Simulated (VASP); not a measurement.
# Zn (Pm-3m) in VASP: further runs

The runs below take Zn through relaxation of cell and atoms, with PBE.

All numbers are computed with VASP 6.6.1; they aren't measurements. Logs are shortened: lines on timing, memory, paths and dates and some standing lists are left out, and cuts for length are marked.

### Step 1. The cell of the first run

Symmetry: Pm-3m, No. 221, cubic system. Conventional cell: a = 2.560 Å, b = 2.560 Å, c = 2.560 Å, α = 90.00°, β = 90.00°, γ = 90.00°. Within 3.4 Å of Zn (site symmetry m-3m) lie 6 Zn at 2.56 Å.

### Step 2. Relaxation of cell and atoms, PBE, target pressure 40 GPa, at which the enthalpy is minimised

Contents of INCAR:

```
PREC = Accurate
ENCUT = 600
EDIFF = 1E-6
ISMEAR = 1
SIGMA = 0.05
LREAL = F
LASPH = T
NELM = 60
ALGO = Normal
ISIF = 3
LWAVE = F
LCHARG = F
GGA = PE
IBRION = 2
NSW = 80
EDIFFG = -0.01
PSTRESS = 400.0
```

Contents of KPOINTS:

```
Automatic mesh
0
Gamma
  9 9 9
```

Contents of POSCAR:

```
Zn
1.0
    2.5600000000      0.0000000000      0.0000000000
    0.0000000000      2.5600000000      0.0000000000
    0.0000000000      0.0000000000      2.5600000000
Zn
1
Direct
    0.0000000000      0.0000000000      0.0000000000
```

Potentials or basis: VASP PAW PBE potentials, release 64 (Zn).

Command:

```bash
> cat potpaw_PBE.64/Zn/POTCAR > POTCAR
> mpirun -np 1 vasp_std > vasp.out
```

OUTCAR:

```text
PREC = Accurate
   ENCUT = 600
   EDIFF = 1E-6
   ISMEAR = 1
   LREAL = F
   LASPH = T
   NELM = 60
   ISIF = 3
   GGA = PE
   IBRION = 2
   NSW = 80
   EDIFFG = -0.01
   PSTRESS = 400.0

 ion  position               nearest neighbor table
   1  0.000  0.000  0.000-

  LATTYP: Found a simple cubic cell.
 ALAT       =     2.5600000000

  Lattice vectors:

 A1 = (   2.5600000000,   0.0000000000,   0.0000000000)
 A2 = (   0.0000000000,   2.5600000000,   0.0000000000)
 A3 = (   0.0000000000,   0.0000000000,   2.5600000000)

Analysis of symmetry for initial positions (statically):
=====================================================================
 Subroutine PRICEL returns:
 Original cell was already a primitive cell.

 Routine SETGRP: Setting up the symmetry group for a
 simple cubic supercell.

 Subroutine GETGRP returns: Found 48 space group operations
 (whereof 48 operations were pure point group operations)
 out of a pool of 48 trial point group operations.

The static configuration has the point symmetry O_h .

Analysis of symmetry for dynamics (positions and initial velocities):
=====================================================================
 Subroutine PRICEL returns:
 Original cell was already a primitive cell.

 Routine SETGRP: Setting up the symmetry group for a
 simple cubic supercell.

 Subroutine GETGRP returns: Found 48 space group operations
 (whereof 48 operations were pure point group operations)
 out of a pool of 48 trial point group operations.

The dynamic configuration has the point symmetry O_h .

 Subroutine INISYM returns: Found 48 space group operations
 (whereof 48 operations are pure point group operations),
 and found     1 'primitive' translations

----------------------------------------------------------------------------------------

                                     Primitive cell

  volume of cell :      16.7772

  direct lattice vectors                    reciprocal lattice vectors
     2.560000000  0.000000000  0.000000000     0.390625000  0.000000000  0.000000000
     0.000000000  2.560000000  0.000000000     0.000000000  0.390625000  0.000000000
     0.000000000  0.000000000  2.560000000     0.000000000  0.000000000  0.390625000

  length of vectors
     2.560000000  2.560000000  2.560000000     0.390625000  0.390625000  0.390625000

  position of ions in fractional coordinates (direct lattice)
     0.000000000  0.000000000  0.000000000

  ion indices of the primitive-cell ions
   primitive index   ion index
                 1           1

----------------------------------------------------------------------------------------

 KPOINTS: Automatic mesh

Automatic generation of k-mesh.
 Grid dimensions read from file:
 generate k-points for:    9    9    9

 Generating k-lattice:

  Cartesian coordinates                     Fractional coordinates (reciprocal lattice)
     0.043402778  0.000000000  0.000000000     0.111111111  0.000000000  0.000000000
     0.000000000  0.043402778  0.000000000     0.000000000  0.111111111  0.000000000
     0.000000000  0.000000000  0.043402778     0.000000000  0.000000000  0.111111111

  Length of vectors
     0.043402778  0.043402778  0.043402778

  Shift w.r.t. Gamma in fractional coordinates (k-lattice)
     0.000000000  0.000000000  0.000000000

 Subroutine IBZKPT returns following result:
 ===========================================

 Found     35 irreducible k-points:

 Following reciprocal coordinates:
            Coordinates               Weight
  0.000000  0.000000  0.000000      1.000000
  0.111111  0.000000  0.000000      6.000000
  0.222222  0.000000  0.000000      6.000000
  0.333333  0.000000  0.000000      6.000000
  0.444444  0.000000  0.000000      6.000000
  0.111111  0.111111  0.000000     12.000000
[... 16 lines left out ...]
  0.333333  0.333333  0.111111     24.000000
  0.444444  0.333333  0.111111     48.000000
 [... further k-points ...]
   k-points           NKPTS =     35   k-points in BZ     NKDIM =     35   number of bands    NBANDS=     10
   number of dos      NEDOS =    301   number of ions     NIONS =      1
   total plane-waves  NPLWV =   8000
   dimension x,y,z NGX =    20 NGY =   20 NGZ =   20
   dimension x,y,z NGXF=    40 NGYF=   40 NGZF=   40
   ions per type =               1
   NGX,Y,Z   is equivalent  to a cutoff of  12.99, 12.99, 12.99 a.u.
   NGXF,Y,Z  is equivalent  to a cutoff of  25.98, 25.98, 25.98 a.u.
 SYSTEM =  unknown system
   PREC   = accura    normal or accurate (medium, high low for compatibility)
   ISTART =      0    job   : 0-new  1-cont  2-samecut
   ICHARG =      2    charge: 1-file 2-atom 10-const
   ISPIN  =      1    spin polarized calculation?
   LNONCOLLINEAR =      F non collinear calculations
   LSORBIT =      F    spin-orbit coupling
   LASPH  =      T    aspherical Exc in radial PAW
   ENCUT  =  600.0 eV  44.10 Ry    6.64 a.u.   5.11  5.11  5.11*2*pi/ulx,y,z
   NELM   =     60;   NELMIN=  2; NELMDL= -5     # of ELM steps
   EDIFF  = 0.1E-05   stopping-criterion for ELM
   LREAL  =      F    real-space projection
   EDIFFG = -.1E-01   stopping-criterion for IOM
   NSW    =     80    number of steps for IOM
   IBRION =      2    ionic relax: 0-MD 1-quasi-New 2-CG
   NFREE  =      1    steps in history (QN), initial steepest desc. (CG)
   ISIF   =      3    stress and relaxation
   ISYM   =      2    0-nonsym 1-usesym 2-fastsym
   POTIM  = 0.5000    time-step for ionic-motion
   TEBEG  =    0.0;   TEEND  =   0.0 temperature during run
   PSTRESS=  400.0 pullay stress
   NELECT =      12.0000    total number of electrons
   NUPDOWN=      -1.0000    fix difference up-down
   EMIN   =  10.00;   EMAX   =-10.00  energy-range for DOS
   EFERMI =   0.00;   METHOD = LEGACY
   ISMEAR =     1;   SIGMA  =   0.05  broadening in eV -4-tet -1-fermi 0-gaus
   EFERMI_NEDOS =   21; number of points for ismear=-14 and -15
   IALGO  =     38    algorithm
   IMIX   =      4    mixing-type and parameters
     AMIX     =   0.40;   BMIX     =  1.00
     AMIX_MAG =   1.60;   BMIX_MAG =  1.00
  volume/ion in A,a.u.               =      16.78       113.22
  Fermi-wavevector in a.u.,A,eV,Ry     =   1.464070  2.766692 29.164115  2.143502
  Thomas-Fermi vector in A             =   2.580090
   LORBIT       =      0    0 simple, 1 ext, 2 COOP (PROOUT), +10 PAW based schemes
   GGA     = PE    functional components
   LHFCALC =     F    Hartree Fock is set to
   AEXX    =    0.0000 exact exchange contribution
   IVDW    =     0    specifies the selected vdW correction
   LEPSILON=     F    determine dielectric tensor
   LRPA    =     F    only Hartree local field effects (RPA)
 conjugate gradient relaxation of ions
 non-spin polarized calculation
 Methfessel and Paxton  Order N= 1 SIGMA  =   0.05
  energy-cutoff  :      600.00
  volume of cell :       16.78
 maximum number of plane-waves:       587
   NGX = 11   NGY = 11   NGZ = 11

--------------------------------------- Ionic step        1  -------------------------------------------

 number of electron      11.9999984 magnetization

 Free energy of the ion-electron system (eV)
  ---------------------------------------------------
  ext. energy  EPLUGINS =         0.00000000
  ---------------------------------------------------
  free energy    TOTEN  =        -0.85660512 eV

  energy without entropy =       -0.85610819  energy(sigma->0) =       -0.85643948

------------------------ aborting loop because EDIFF is reached ----------------------------------------

  FORCE on cell =-STRESS in cart. coord.  units (eV):
  Direction    XX          YY          ZZ          XY          YZ          ZX
  --------------------------------------------------------------------------------------
  -------------------------------------------------------------------------------------
  Total        0.5057372      0.5057372      0.5057372     -0.0000000     -0.0000000      0.0000000
  in kB       48.2964945     48.2964945     48.2964945     -0.0000000     -0.0000000      0.0000000
  external PRESSURE =    -351.7035055 kB  Pullay stress =     400.0000000 kB
[... 22 lines left out ...]
  enthalpy is  TOTEN    =         3.3319988933 eV   P V=        4.1886040168

--------------------------------------- Ionic step        2  -------------------------------------------

 number of electron      12.0000006 magnetization

 E-fermi :   7.6584     XC(G=0): -14.3086

 val. band max:        7.6408590403   @ k =   0.4444   0.4444   0.1111
 cond. band min:       7.6813234158   @ k =   0.4444   0.2222   0.1111
 fundamental gap:      0.0404643755
 Fermi energy:         7.6583628315

 k-point     1 :       0.0000    0.0000    0.0000
  band No.  band energies     occupation
      1      -7.4277      2.00000
      2      -4.0791      2.00000
      3      -4.0791      2.00000
      4      -0.4901      2.00000
      5      -0.4901      2.00000
      6      -0.4901      2.00000
      7      26.2254      0.00000
      8      26.2254      0.00000
      9      26.2254      0.00000
     10      30.0681      0.00000
[... 407 lines left out ...]
  enthalpy is  TOTEN    =         2.8202791261 eV   P V=        3.2490806640

--------------------------------------- Ionic step        5  -------------------------------------------

 number of electron      12.0000016 magnetization

 Free energy of the ion-electron system (eV)
  ---------------------------------------------------
  ext. energy  EPLUGINS =         0.00000000
  ---------------------------------------------------
  free energy    TOTEN  =        -0.40566540 eV

  energy without entropy =       -0.40479850  energy(sigma->0) =       -0.40537643

 E-fermi :   4.0428     XC(G=0): -12.3614

 val. band max:        4.0404279601   @ k =   0.4444   0.2222   0.1111
 cond. band min:       4.4123381652   @ k =   0.4444   0.4444   0.1111
 fundamental gap:      0.3719102051
 Fermi energy:         4.0428111652

 k-point     1 :       0.0000    0.0000    0.0000
  band No.  band energies     occupation
      1      -7.4107      2.00000
      2      -5.1014      2.00000
      3      -5.1014      2.00000
      4      -3.0026      2.00000
      5      -3.0026      2.00000
      6      -3.0026      2.00000
      7      19.4625      0.00000
      8      19.4625      0.00000
      9      19.4625      0.00000
     10      22.6870      0.00000
[... 327 lines left out ...]
  FREE ENERGIE OF THE ION-ELECTRON SYSTEM (eV)
  ---------------------------------------------------
  free  energy   TOTEN  =        -0.4056653971 eV

  energy  without entropy=       -0.4047984956  energy(sigma->0) =       -0.40537643

  enthalpy is  TOTEN    =         2.8198309603 eV   P V=        3.2254963574

 reached required accuracy - stopping structural energy minimisation
```

Wall time 35 s (1 thread of Intel Xeon 8259CL, shared host); peak memory 0.13 GiB.

What came out:

```yaml
Free_energy: -0.4057 eV
Relaxed_volume: 12.92 Å³/atom
Relaxed_cell: a = 2.346 Å, b = 2.346 Å, c = 2.346 Å, α = 90.00°, β = 90.00°, γ = 90.00°
Space_group_after_relaxing_to_0.05_Å: Pm-3m (No. 221)
Energy_change_on_relaxing_the_enthalpy_is_what_falls: +450.9 meV/atom
Ionic_steps: 5
Pressure_after_relaxing: 40.0 GPa
Band_gap_on_the_k_mesh: zero (band 6 reaches 9.25 eV, above the bottom of band 7 at 2.64 eV)
```

Step by step:
```tsv
step	energy change (eV)	largest force (eV/Å)	pressure (GPa)	volume (Å³)
1	0.0000	0.0000	4.83	16.78
2	2.4905	0.0000	173.02	9.33
3	0.3831	0.0000	35.58	13.21
4	0.4278	0.0000	38.51	13.01
5	0.4509	0.0000	40.03	12.92
```

Final structure:
```
CELL_PARAMETERS angstrom
2.34647 0.00000 0.00000
0.00000 2.34647 0.00000
0.00000 0.00000 2.34647
ATOMIC_POSITIONS crystal
Zn 0.00000 0.00000 0.00000
```

Levels at points of the mesh, in eV from the Fermi level:
| k point | band 3 | band 4 | band 5 | band 6 | band 7 | band 8 | band 9 | band 10 |
| --- | --- | --- | --- | --- | --- | --- | --- | --- |
| (0.00, 0.00, 0.00) | -9.14 | -7.05 | -7.05 | -7.05 | 15.42 | 15.42 | 15.42 | 18.64 |

Caveat: the cell is relaxed towards a set pressure, so the enthalpy falls and the energy may rise; the volume moved by over 15 % at a fixed basis, so the end points are rough.

### Step 3. Relaxation of cell and atoms, PBE, target pressure 60 GPa, at which the enthalpy is minimised

Contents of INCAR:

```
SYSTEM = Zn
PREC = Accurate
ENCUT = 600
EDIFF = 1E-6
ISMEAR = 1
SIGMA = 0.05
LREAL = .False.
LASPH = .True.
NELM = 60
ALGO = Normal
ISIF = 3
LWAVE = .False.
LCHARG = .False.
GGA = PE
IBRION = 2
NSW = 80
EDIFFG = -0.01
PSTRESS = 600.0
```

Contents of KPOINTS:

```
regular mesh
0
Gamma
  9 9 9
  0 0 0
```

POSCAR is that of step 2.

Potentials or basis: VASP PAW PBE potentials, release 64 (Zn).

Command:

```bash
> cat potpaw_PBE.64/Zn/POTCAR > POTCAR
> mpirun -np 1 vasp_std > vasp.out
```

Wall time 38 s (1 thread of Intel Xeon 8259CL, shared host); peak memory 0.13 GiB.

Results (log left out):

* Free energy: -0.1019 eV
* Relaxed volume: 11.93 Å³/atom
* Relaxed cell: a = 2.285 Å, b = 2.285 Å, c = 2.285 Å, α = 90.00°, β = 90.00°, γ = 90.00°
* Space group after relaxing (to 0.05 Å): Pm-3m (No. 221)
* Energy change on relaxing (the enthalpy is what falls): +754.7 meV/atom
* Ionic steps: 5
* Pressure after relaxing: 60.1 GPa
* Band gap on the k mesh: zero (band 6 reaches 10.28 eV, above the bottom of band 7 at 3.40 eV)

The path:
```
step  energy change (eV)  largest force (eV/Å)  pressure (GPa)  volume (Å³)
   1              0.0000                0.0000            4.83        16.78
   2              9.5433                0.0000          719.52         6.30
   3              0.5160                0.0000           44.28        12.67
   4              0.6230                0.0000           51.50        12.31
   5              0.7547                0.0000           60.11        11.93
```

Final structure:
```yaml
crystal:
  lattice:
    - [2.28525, 0.00000, 0.00000]
    - [0.00000, 2.28525, 0.00000]
    - [0.00000, 0.00000, 2.28525]
  atoms:
    - { symbol: Zn, position: [0.00000, 0.00000, 0.00000] }
```

Levels at points of the mesh, in eV from the Fermi level:
| k point | band 4 | band 5 | band 6 | band 7 | band 8 | band 9 |
| --- | --- | --- | --- | --- | --- | --- |
| (0.00, 0.00, 0.00) | -7.25 | -7.25 | -7.25 | 16.16 | 16.16 | 16.16 |

Caveat: the cell is relaxed towards a set pressure, so the enthalpy falls and the energy may rise; the volume moved by over 15 % at a fixed basis, so the end points are rough.
